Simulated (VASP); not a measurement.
RbBr, 2 atoms in the cell. Symmetry: Cmmm, No. 65, orthorhombic system. The conventional cell has a = 5.665 Å, b = 6.001 Å, c = 4.124 Å, α = 90.00°, β = 90.00°, γ = 90.00°. Rb (site symmetry mmm) has 8 Br at 3.50 to 3.64 Å and 6 Rb at 4.12 to 4.13 Å within 4.6 Å. Within 4.6 Å of Br (site symmetry mmm) lie 8 Rb at 3.50 to 3.64 Å and 6 Br at 4.12 to 4.13 Å.  This cell differs from its parent crystal: shear xy strain -5.8%.

| Quantity | Value |
| --- | --- |
| Program | VASP 6.6.1 |
| Task | single point |
| Functional | PBE |
| Potentials or basis | VASP PAW PBE potentials, release 64 (Rb_sv, Br) |
| Cutoff | 520 eV |
| k mesh | 4 × 4 × 4 |
| Occupations | gaussian, width 0.01 eV |
| Spin | no spin polarisation |
| Dipole correction | no |
| Further INCAR settings | ALGO = Normal; EDIFF = 1e-06; NBANDS = 15 |

Potentials or basis: VASP PAW PBE potentials, release 64 (Rb_sv, Br).

Command:

```bash
$ cat potpaw_PBE.64/Rb_sv/POTCAR potpaw_PBE.64/Br/POTCAR > POTCAR
$ mpirun -np 1 vasp_std > vasp.out
```

Hardware: 1 thread of Intel(R) Xeon(R) Platinum 8375C CPU @ 2.90GHz (Ice Lake), on a shared host.

Problem. Estimate the wall time of this run.

Solution. It took 13 s on 1 thread of Intel(R) Xeon(R) Platinum 8375C CPU @ 2.90GHz (Ice Lake), with other jobs on the host, peak memory 0.18 GiB. Counts: scf iterations 11, k points 21.
